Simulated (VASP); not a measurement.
Wanted: the native input for a VASP 6.6.1 run.

| Quantity | Value |
| --- | --- |
| Task | single point |
| Functional | PBE |
| Potentials or basis | VASP PAW PBE potentials, release 64 (Hf_pv, H) |
| Cutoff | 520 eV |
| k mesh | 12 × 12 × 12 |
| Occupations | gaussian, width 0.1 eV |
| Spin | no spin polarisation |
| Dipole correction | no |
| Further INCAR settings | ALGO = Normal; EDIFF = 1e-07; NBANDS = 24 |

The structure of Hf3H lies in POSCAR:

```
Hf3H
1.0
    4.2281150930      0.0000000000      0.0000000000
    0.0000000000      4.2281150930      0.0000000000
    0.0000000000      0.0000000000      4.2281150930
Hf H
3 1
Direct
    0.0000000000      0.5000000000      0.5000000000
    0.5000000000      0.0000000000      0.5000000000
    0.5000000000      0.5000000000      0.0000000000
    0.0000000000      0.0000000000      0.0000000000
```

These files were run (other wordings do the same):

INCAR

```
PREC = Accurate ; ENCUT = 520
EDIFF = 1E-7 ; ISMEAR = 0
SIGMA = 0.1 ; LREAL = False
LASPH = True ; NELM = 100
ALGO = Normal ; ISIF = 2
LWAVE = False ; LCHARG = True
GGA = PE ; LELF = True
LVHAR = True ; NBANDS = 24
```

KPOINTS

```
regular mesh
0
Gamma
  12 12 12
```

Potentials or basis: VASP PAW PBE potentials, release 64 (Hf_pv, H).

Run with:

```bash
$ cat potpaw_PBE.64/Hf_pv/POTCAR potpaw_PBE.64/H/POTCAR > POTCAR
$ mpirun -np 1 vasp_std > vasp.out
```

Results of the run:

The pressure is -0.3 GPa and the band gap on the k mesh is zero (an odd number of electrons rules out a gap without spin polarisation).

Caveat: spin-orbit coupling is left out, which moves the levels of the heavy elements.

Run time: 54 s on 1 thread of AMD EPYC 9R45 96-Core Processor (Zen 5), with other jobs on the host, peak memory 0.23 GiB.
